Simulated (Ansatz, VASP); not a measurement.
## One calculation of H2Se, two programs

INCAR

```
SYSTEM = H2Se
PREC = Accurate
ENCUT = 600
EDIFF = 1E-7
ISMEAR = 0
SIGMA = 0.1
LREAL = .FALSE.
LASPH = .TRUE.
NELM = 60
ALGO = Normal
ISIF = 3
LWAVE = .FALSE.
LCHARG = .FALSE.
GGA = PE
IBRION = 2
NSW = 100
EDIFFG = -0.01
```

The input KPOINTS:

```
regular mesh
0
G
  18 18 8
  0 0 0
```

Contents of POSCAR:

```
H2Se
1.0
    2.6621592004      0.0000000000      0.0000000000
   -1.3310796002      2.3054974965      0.0000000000
    0.0000000000      0.0000000000      6.2391089139
H Se
2 1
Direct
    0.3333333333      0.6666666667      0.5000000000
    0.6666666667      0.3333333333      0.5000000000
    0.0000000000      0.0000000000      0.0000000000
```

Input for Ansatz:

```yaml
crystal:
  lattice:
    - [2.6621592004, 0.0, 0.0]
    - [-1.3310796002, 2.3054974965, 0.0]
    - [0.0, 0.0, 6.2391089139]
  atoms:
    - { symbol: H, position: [0.3333333333, 0.6666666667, 0.5] }
    - { symbol: H, position: [0.6666666667, 0.3333333333, 0.5] }
    - { symbol: Se, position: [0.0, 0.0, 0.0] }
basis:
  ecutwfc: 420
kpoints:
  mp_grid: { grid: [18, 18, 8] }
hamiltonian:
  xc: pbe
scf:
  occupations: { method: gaussian, width: 0.1 }
output:
  forces: true
  stress: true
  eigenvalues: true
  write_density: true
  write_potential: true
  elf: true
  volumetric_format: npy
relax:
  adjacent_minimum: "off"
  f_tol: 0.01
  max_steps: 80
  cell: { stress_tol: 0.05 }
```

Alike in both runs: task relaxation of cell and atoms; functional PBE; k mesh 18 × 18 × 8; occupations gaussian, width 0.1 eV; no spin polarisation.

```csv
,VASP,Ansatz
version,VASP 6.6.1,Ansatz 0.2.0
potentials or method,"VASP PAW PBE potentials, release 64 (H, Se), cutoff 600 eV","scalar-relativistic, plane waves, PAW"
valence electrons in the cell,8,18
```

```tsv
	VASP	Ansatz	Ansatz less VASP
gap on the k mesh at the Fermi level, each at its own relaxed structure (eV)	none	none	-
relaxed volume (Å³/atom)	14.07	14.51	+0.446
relaxed cell length with the largest relative difference (Å)	6.985	7.204	+0.2190
```

A gap of «none» marks a metal or a gap that the smearing closes. VASP's potentials hold 8 valence electrons a cell and Ansatz's 18, so a difference there can come from the potentials and not from the codes.
